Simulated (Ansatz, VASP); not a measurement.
## AlCo in VASP and in Ansatz

```xyz
2
Lattice="2.8194 0.0000 0.0000 0.0000 2.8194 0.0000 0.0000 0.0000 2.8617" Properties=species:S:1:pos:R:3 pbc="T T T"
Al    0.0000    0.0000    0.0000
Co    1.4097    1.4097    1.4308
```

Change from the starting cell: strain +0.000 along x and y, +0.015 along z, atoms carried along.

Alike in both runs: task single point; functional PBEsol; k mesh 16 × 16 × 16; occupations gaussian, width 0.15 eV; no spin polarisation.

|  | VASP | Ansatz |
| --- | --- | --- |
| version | VASP 6.6.1 | Ansatz 0.2.0 |
| potentials or method | VASP PAW PBE potentials, release 64 (Al, Co), cutoff 520 eV | scalar-relativistic, plane waves, PAW |
| valence electrons in the cell | 12 | 20 |

|  | VASP | Ansatz | Ansatz less VASP |
| --- | --- | --- | --- |
| gap on the k mesh at the Fermi level (eV) | none | none | - |
| pressure (GPa) | -2.1 | -2.1 | +0.02 |
| traceless stress, the component that is largest in VASP (GPa) | -1.48 | -1.49 | -0.006 |

VASP's potentials were made for PBE, not for PBEsol. A gap of «none» marks a metal or a gap that the smearing closes. VASP's potentials hold 12 valence electrons a cell and Ansatz's 20, so a difference there can come from the potentials and not from the codes.
